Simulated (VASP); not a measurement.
Here is a VASP 6.6.1 calculation.

Contents of INCAR:

```
SYSTEM = TaC
ALGO     = Normal         ! electronic algorithm
EDIFF    = 1E-6           ! SCF threshold, eV
ENCUT    = 600            ! plane-wave cutoff, eV
GGA      = PE             ! functional
GGA_COMPAT= .FALSE.      
ISIF     = 2              ! what is computed and relaxed
ISMEAR   = 0              ! smearing method
LASPH    = .TRUE.         ! aspherical terms in the spheres
LCHARG   = .TRUE.         ! write CHGCAR
LELF     = .TRUE.         ! ELF
LREAL    = .FALSE.        ! projectors in reciprocal space
LVHAR    = .TRUE.       
LWAVE    = .FALSE.        ! write WAVECAR
NBANDS   = 14             ! bands
NELM     = 120            ! most SCF steps
PREC     = Accurate       ! precision mode
SIGMA    = 0.1            ! smearing width, eV
```

KPOINTS

```
k-points
0
G
  10 10 10
  0 0 0
```

POSCAR

```
TaC
1.0
    0.0000000000      2.2230000000      2.2230000000
    2.2230000000      0.0000000000      2.2230000000
    2.2230000000      2.2230000000      0.0000000000
Ta C
1 1
Direct
    0.0000000000      0.0000000000      0.0000000000
    0.5000000000      0.5000000000      0.5000000000
```

Potentials or basis: VASP PAW PBE potentials, release 64 (Ta_pv, C).

Command:

```sh
$ cat potpaw_PBE.64/Ta_pv/POTCAR potpaw_PBE.64/C/POTCAR > POTCAR
$ mpirun -np 1 vasp_std > vasp.out
```

Problem. Predict the pressure.

Solution. 7.2 GPa.
